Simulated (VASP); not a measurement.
# CdS (Hawleyite): relaxation of cell and atoms with PBEsol

CdS (Hawleyite):

```
Cd S
1.0
     0.00000    2.91650    2.91650
     2.91650    0.00000    2.91650
     2.91650    2.91650    0.00000
Cd S
1 1
Direct
  0.00000 0.00000 0.00000
  0.25000 0.25000 0.25000
```

```json
{
  "Program": "VASP 6.6.1",
  "Task": "relaxation of cell and atoms",
  "Functional": "PBEsol",
  "Potentials or basis": "VASP PAW PBE potentials, release 64 (Cd, S)",
  "Cutoff": "600 eV",
  "k mesh": "8 × 8 × 8",
  "Occupations": "fermi-dirac, width 0.02 eV",
  "Spin": "no spin polarisation",
  "Dipole correction": "no",
  "Further INCAR settings": "ALGO = Normal; EDIFF = 1e-06; IBRION = 2; EDIFFG = -0.01; NSW = 80; ISIF = 3"
}
```

```yaml
Relaxed_volume: 24.86 Å³/atom
Relaxed_cell: a = 4.127 Å, b = 4.127 Å, c = 4.127 Å, α = 60.00°, β = 60.00°, γ = 60.00°
Space_group_after_relaxing_to_0.05_Å: F-43m (No. 216)
Energy_gained_by_relaxing: 0.0 meV/atom
Ionic_steps: 2
Pressure_after_relaxing: 0.0 GPa
Band_gap_on_the_k_mesh: 1.00 eV, direct
```

Final structure:
```xyz
2
Lattice="0.0000 2.9185 2.9185 2.9185 0.0000 2.9185 2.9185 2.9185 0.0000" Properties=species:S:1:pos:R:3 pbc="T T T"
Cd    0.0000    0.0000    0.0000
S     1.4592    1.4592    1.4592
```

Levels at points of the mesh, in eV from the valence-band top:
```tsv
k point	band 6	band 7	band 8	band 9	band 10	band 11	band 12	band 13
(0.00, 0.00, 0.00)	-7.24	0.00	0.00	0.00	1.00	6.45	6.45	6.45
(0.50, 0.00, 0.00)	-6.86	-4.47	-0.76	-0.76	2.89	6.91	6.91	7.32
(0.50, 0.50, 0.00)	-6.79	-4.01	-1.91	-1.91	3.40	4.25	9.07	10.66
```

Run time: 14 s on 1 thread of Intel(R) Xeon(R) 6975P-C (Granite Rapids) (shared host), peak memory 0.22 GiB.

Caveat: the PAW data sets were made with another functional, which shifts forces and pressure a little.
